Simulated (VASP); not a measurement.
Wanted: the native input for a VASP 6.6.1 run.

| Item | Value |
| --- | --- |
| Task | single point |
| Functional | PBE |
| Dispersion | D3(BJ) |
| Potentials or basis | VASP PAW PBE potentials, release 64 (C, H) |
| Cutoff | 520 eV |
| k mesh | 6 × 4 × 1 |
| Occupations | gaussian, width 0.1 eV |
| Spin | no spin polarisation |
| Dipole correction | yes |
| Further INCAR settings | LREAL = Auto; ALGO = Fast; EDIFF = 1e-06; NBANDS = 56 |

The structure of HC20 lies in POSCAR:

```
HC20
1.0
    4.9292027291      0.0000000000      0.0000000000
    0.0000000000      6.8054113579      0.0000000000
    0.0000000000      0.0000000000     22.2346643469
C H
20 1
Direct
    0.3122885183      0.2500141188      0.1798992752
    0.8122885183      0.2500141188      0.1798992752
    0.0622635010      0.2500141188      0.2119095571
    0.5622635010      0.2500141188      0.2119095571
    0.1871989222      0.7499858812      0.2279080302
    0.6871989222      0.7499858812      0.2279080302
    0.4371739048      0.7499858812      0.2599183120
    0.9371739048      0.7499858812      0.2599183120
    0.0621093260      0.2500141188      0.2759167852
    0.5621093260      0.2500141188      0.2759167852
    0.3120409925      0.2500133946      0.3071026518
    0.8120409925      0.2500133946      0.3071026518
    0.4371093881      0.7499905632      0.3309339292
    0.9371093881      0.7499905632      0.3309339292
    0.1866551682      0.7499900467      0.3565506911
    0.6866551682      0.7499900467      0.3565506911
    0.3119519864      0.2500147752      0.3740490919
    0.8119519864      0.2500147752      0.3740490919
    0.0621664184      0.2500173699      0.4018349100
    0.5621664184      0.2500173699      0.4018349100
    0.2288330851      0.7500173699      0.5142719570
```

The input as run:

INCAR

```
ALGO = Fast ; DIPOL = 0.5 0.5 0.303
EDIFF = 1E-6 ; ENCUT = 520
GGA = PE ; IDIPOL = 3
ISIF = 2 ; ISMEAR = 0
IVDW = 12 ; LASPH = True
LCHARG = False ; LDIPOL = True
LREAL = Auto ; LWAVE = False
NBANDS = 56 ; NELM = 80
PREC = Accurate ; SIGMA = 0.1
```

KPOINTS

```
k-points
0
Gamma
  6 4 1
```

Potentials or basis: VASP PAW PBE potentials, release 64 (C, H).

Launch:

```bash
$ cat potpaw_PBE.64/C/POTCAR potpaw_PBE.64/H/POTCAR > POTCAR
$ mpirun -np 1 vasp_std > vasp.out
```

Results of the run:

| Item | Value |
| --- | --- |
| Largest force | 3.407 eV/Å |
| Band gap on the k mesh | zero (an odd number of electrons rules out a gap without spin polarisation) |
| Dispersion energy per atom | -0.103 eV |

Caveat: an odd number of electrons without spin polarisation forces a metal; a magnetic or distorted state may lie lower.

Wall time 35 min on 1 thread of Oxide Virtual Turin-like Processor, with other jobs on the host, peak memory 0.86 GiB.
